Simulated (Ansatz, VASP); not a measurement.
## WS2: VASP beside Ansatz

Contents of INCAR:

```
PREC = Accurate
ENCUT = 520
EDIFF = 1E-6
ISMEAR = 0
SIGMA = 0.02
LREAL = F
LASPH = T
NELM = 100
ALGO = Normal
ISIF = 2
LWAVE = F
LCHARG = F
LDIPOL = T
IDIPOL = 3
DIPOL = 0.5 0.5 0.500
GGA = PE
IVDW = 12
NBANDS = 20
```

Contents of KPOINTS:

```
Automatic mesh
0
Gamma
  12 12 1
```

File POSCAR:

```
WS2
1.0
    3.2860000000      0.0000000000      0.0000000000
   -1.6430000000      2.8457594768      0.0000000000
    0.0000000000      0.0000000000     32.2910878415
S W
2 1
Direct
    0.3333333333      0.6666666667      0.4499303862
    0.3333333333      0.6666666667      0.5500818589
    0.6666666667      0.3333333333      0.5000061202
```

Input for Ansatz:

```yaml
crystal:
  lattice:
    - [3.286, 0.0, 0.0]
    - [-1.643, 2.8457594768, 0.0]
    - [0.0, 0.0, 32.2910878415]
  atoms:
    - { symbol: S, position: [0.3333333333, 0.6666666667, 0.4499303862] }
    - { symbol: W, position: [0.6666666667, 0.3333333333, 0.5000061202] }
    - { symbol: S, position: [0.3333333333, 0.6666666667, 0.5500818589] }
  periodic: [true, true, false]
basis:
  ecutwfc: 420
kpoints:
  mp_grid: { grid: [12, 12, 1] }
hamiltonian:
  xc: pbe
  pseudopotentials: { kind: paw, azcp: { folder: soft_1 } }
  dispersion: d3bj
scf:
  occupations: { method: gaussian, width: 0.02 }
output:
  forces: true
  stress: true
  eigenvalues: true
```

Alike in both runs: task single point; functional PBE; dispersion D3(BJ); k mesh 12 × 12 × 1; occupations gaussian, width 0.02 eV; no spin polarisation.

```csv
,VASP,Ansatz
version,VASP 6.6.1,Ansatz 0.2.0
potentials or method,"VASP PAW PBE potentials, release 64 (S, W_sv), cutoff 520 eV","scalar-relativistic, plane waves, PAW"
valence electrons in the cell,26,26
```

Ansatz gave:

| Quantity | Value |
| --- | --- |
| gap on the k mesh at the Fermi level (eV) | 1.60 |
| least direct gap on the mesh (eV) | 1.60 |
| rms of the force components (eV/Å) | 0.682 |

Question: What did VASP give for the same quantities?

Answer: gap on the k mesh at the Fermi level (eV): 1.60; least direct gap on the mesh (eV): 1.60; rms of the force components (eV/Å): 0.680.

Spin-orbit coupling is off throughout.
